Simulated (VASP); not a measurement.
Input of a VASP 6.6.1 run:

The input INCAR:

```
ALGO = Normal ; EDIFF = 1E-7
ENCUT = 520 ; GGA = PE
ISIF = 2 ; ISMEAR = 0
LASPH = True ; LCHARG = False
LREAL = False ; LWAVE = False
NBANDS = 20 ; NELM = 80
PREC = Accurate ; SIGMA = 0.1
```

KPOINTS

```
k-points
0
Gamma
  4 4 6
```

POSCAR

```
Si3O2
1.0
    3.4974075326      0.0000000000      0.0000000000
    0.0000000000      3.4974075326      0.0000000000
    0.0000000000      0.0000000000      5.7072930794
Si O
3 2
Direct
    0.0000000000      0.0000000000      0.7807559718
    0.0000000000      0.0000000000      0.2192440282
    0.5000000000      0.5000000000      0.5000000000
    0.0000000000      0.5000000000      0.1957046281
    0.5000000000      0.0000000000      0.8042953719
```

Potentials or basis: VASP PAW PBE potentials, release 64 (Si, O).

Command:

```sh
$ cat potpaw_PBE.64/Si/POTCAR potpaw_PBE.64/O/POTCAR > POTCAR
$ mpirun -np 1 vasp_std > vasp.out
```

(1) Predict the band gap on the k mesh.

(2) Estimate the pressure.

## Answers

(1) zero (band 12 reaches 7.94 eV, above the bottom of band 13 at 5.89 eV).

(2) 0.2 GPa.

Caveat: the k points lie up to 0.45 Å⁻¹ apart.
